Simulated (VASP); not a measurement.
Here is a VASP 6.6.1 calculation.

The input INCAR:

```
  PREC = Accurate
  ENCUT = 600
  EDIFF = 1E-7
  ISMEAR = 0
  SIGMA = 0.01
  LREAL = F
  LASPH = T
  NELM = 60
  ALGO = Normal
  ISIF = 3
  LWAVE = F
  LCHARG = F
  GGA = PE
  IBRION = 2
  NSW = 100
  EDIFFG = -0.01
```

Contents of KPOINTS:

```
regular mesh
0
Gamma
  12 12 12
```

POSCAR

```
CaB
1.0
    2.2848557935      1.3191621074      4.9116861127
   -2.2848557935      1.3191621074      4.9116861127
    0.0000000000     -2.6383242148      4.9116861127
Ca B
2 2
Direct
    0.2478034002      0.2478034002      0.2478034002
    0.7521965998      0.7521965998      0.7521965998
    0.9481101381      0.9481101381      0.9481101381
    0.0518898619      0.0518898619      0.0518898619
```

Potentials or basis: VASP PAW PBE potentials, release 64 (Ca_sv, B).

Launch:

```console
$ cat potpaw_PBE.64/Ca_sv/POTCAR potpaw_PBE.64/B/POTCAR > POTCAR
$ mpirun -np 1 vasp_std > vasp.out
```

What does it give for the space group after relaxing (to 0.1 Å)?

R-3m (No. 166).

What does it give for the relaxed volume?

22.30 Å³/atom.

What does it give for the band gap on the k mesh?

0.28 eV (least direct gap 0.64 eV).

Final structure:
```
Ca B
1.0
     2.28361    1.31844    4.93667
    -2.28361    1.31844    4.93667
     0.00000   -2.63689    4.93667
Ca B
2 2
Direct
  0.24795 0.24795 0.24795
  0.75205 0.75205 0.75205
  0.94834 0.94834 0.94834
  0.05166 0.05166 0.05166
```

A k mesh can miss the band edges.
